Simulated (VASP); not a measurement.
## Bi: single point with PBEsol

Crystal: Bi.

```
CELL_PARAMETERS angstrom
3.22221 0.00000 0.00000
0.00000 3.22221 0.00000
0.00000 0.00000 3.22221
ATOMIC_POSITIONS crystal
Bi 0.00000 0.00000 0.00000
```

```
Program             : VASP 6.6.1
Task                : single point
Functional          : PBEsol
Potentials or basis : VASP PAW PBE potentials, release 64 (Bi_d)
Cutoff              : 520 eV
k mesh              : 16 × 16 × 16
Occupations         : fermi-dirac, width 0.1 eV
Spin                : no spin polarisation
```

```yaml
Pressure: 0.0 GPa
```

Levels at points of the mesh, in eV from the Fermi level:
```tsv
k point	band 5	band 6	band 7	band 8	band 9	band 10
(0.00, 0.00, 0.00)	-22.55	-13.29	3.23	3.23	3.23	6.40
(0.50, 0.00, 0.00)	-22.54	-11.31	-5.12	5.19	5.19	9.73
(0.50, 0.50, 0.00)	-22.42	-9.35	-3.20	-3.20	2.64	7.24
(0.50, 0.50, 0.50)	-22.42	-7.35	-1.38	-1.38	-1.38	5.38
```

Wall time 25 s on 1 thread of Intel(R) Xeon(R) Platinum 8259CL CPU @ 2.50GHz (Skylake/Cascade Lake), on a shared host, peak memory 0.18 GiB.

Caveat: the PAW data sets were made with another functional, which shifts forces and pressure a little; spin-orbit coupling is left out, which moves the levels of the heavy elements.
